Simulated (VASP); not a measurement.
BN (sol2): relaxation of the atoms with PBEsol

Crystal: BN (sol2).

```xyz
4
Lattice="2.5421 0.0000 0.0000 -1.2710 2.2015 0.0000 0.0000 0.0000 4.1606" Properties=species:S:1:pos:R:3 pbc="T T T"
B     0.0000    1.4677   -0.0014
B     1.2710    0.7338    2.0789
N     0.0000    1.4677    1.5575
N     1.2710    0.7338    3.6378
```

This cell differs from its parent crystal: strained cell.

- Program: VASP 6.6.1
- Task: relaxation of the atoms
- Functional: PBEsol
- Potentials or basis: VASP PAW PBE potentials, release 64 (B, N)
- Cutoff: 520 eV
- k mesh: 9 × 9 × 6
- Occupations: gaussian, width 0.02 eV
- Spin: no spin polarisation
- Dipole correction: no
- Further INCAR settings: ALGO = Normal; EDIFF = 1e-06; IBRION = 2; EDIFFG = -0.002; NSW = 60

| Property | Result |
| --- | --- |
| Pressure after relaxing | 4.4 GPa |
| Band gap on the k mesh | 4.98 eV, indirect (least direct gap 8.20 eV) |

Stress tensor (GPa, compression positive):
```
 0.84  0.00  0.00
 0.00  0.84  0.00
 0.00  0.00 11.60
```

Final structure:
```
B N
1.0
     2.54207    0.00000    0.00000
    -1.27103    2.20149    0.00000
     0.00000    0.00000    4.16063
B N
2 2
Direct
  0.33333 0.66667 0.99966
  0.66667 0.33333 0.49966
  0.33333 0.66667 0.37434
  0.66667 0.33333 0.87434
```

Levels at points of the mesh, in eV from the valence-band top:
```tsv
k point	band 5	band 6	band 7	band 8	band 9	band 10	band 11	band 12
(0.00, 0.00, 0.00)	-2.25	-0.24	0.00	0.00	8.27	8.27	8.96	9.45
(0.00, 0.00, 0.50)	-1.25	-1.25	-1.25	-1.25	9.42	9.42	9.88	9.88
```

Wall time 5.4 s on 1 thread of Intel(R) Xeon(R) 6975P-C (Granite Rapids), with other jobs on the host, peak memory 0.13 GiB.

Caveat: the cell differs from its parent crystal (strained cell); the relaxation stopped at its first step, so nothing moved; the PAW data sets were made with another functional, which shifts forces and pressure a little. A k mesh can miss the band edges.
